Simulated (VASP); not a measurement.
Set up this calculation in VASP 6.6.1, as the native input.

* Task: single point
* Functional: r2SCAN
* Potentials or basis: VASP PAW PBE potentials, release 64 (Si, Ge_d)
* Cutoff: 520 eV
* k mesh: 4 × 4 × 4
* Occupations: gaussian, width 0.01 eV
* Spin: no spin polarisation
* Dipole correction: no
* Further INCAR settings: ALGO = Normal; EDIFF = 1e-06; NBANDS = 21

Si3Ge:

```xyz
4
Lattice="3.8881 0.0000 0.0000 0.0000 3.8881 0.0000 0.0000 0.0000 5.4837" Properties=species:S:1:pos:R:3 pbc="T T T"
Si    1.9440    0.0000    4.1395
Si    1.9440    1.9440    0.0000
Si    0.0000    1.9440    1.3442
Ge    0.0000    0.0000    2.7418
```

These files were run (other wordings do the same):

POSCAR

```
Si3Ge
1.0
    3.8880966177      0.0000000000      0.0000000000
    0.0000000000      3.8880966177      0.0000000000
    0.0000000000      0.0000000000      5.4836775972
Si Ge
3 1
Direct
    0.5000000000      0.0000000000      0.7548774920
    0.5000000000      0.5000000000      0.0000000000
    0.0000000000      0.5000000000      0.2451225080
    0.0000000000      0.0000000000      0.5000000000
```

INCAR.step1

```
SYSTEM = Si3Ge
PREC = Accurate ; ENCUT = 520
ISMEAR = 0 ; SIGMA = 0.01
LREAL = .False. ; LASPH = .True.
NELM = 80 ; NBANDS = 21
GGA = PE ; ALGO = Normal
EDIFF = 1E-4 ; LWAVE = .True.
LCHARG = .False.
```

INCAR.step2

```
SYSTEM = Si3Ge
PREC = Accurate ; ENCUT = 520
EDIFF = 1E-6 ; ISMEAR = 0
SIGMA = 0.01 ; LREAL = .False.
LASPH = .True. ; NELM = 80
ALGO = Normal ; ISIF = 2
LWAVE = .False. ; LCHARG = .True.
METAGGA = R2SCAN ; LMIXTAU = .True.
LELF = .True. ; LVHAR = .True.
NBANDS = 21 ; ISTART = 1
```

KPOINTS

```
regular mesh
0
Gamma
  4 4 4
  0 0 0
```

Potentials or basis: VASP PAW PBE potentials, release 64 (Si, Ge_d).

The run is started by

```bash
$ cat potpaw_PBE.64/Si/POTCAR potpaw_PBE.64/Ge_d/POTCAR > POTCAR
$ cp INCAR.step1 INCAR
$ mpirun -np 1 vasp_std > vasp.out
$ cp INCAR.step2 INCAR
$ mpirun -np 1 vasp_std > vasp.out
```

Results of the run:

| Property | Result |
| --- | --- |
| Pressure | 0.0 GPa |
| Largest force | 0.031 eV/Å |
| Band gap on the k mesh | 0.57 eV, indirect (least direct gap 0.85 eV) |

Caveat: the PAW data sets were made with another functional, which shifts forces and pressure a little.

Run time: 2.4 min on 1 thread of Intel Xeon 8259CL, with other jobs on the host, peak memory 0.2 GiB.
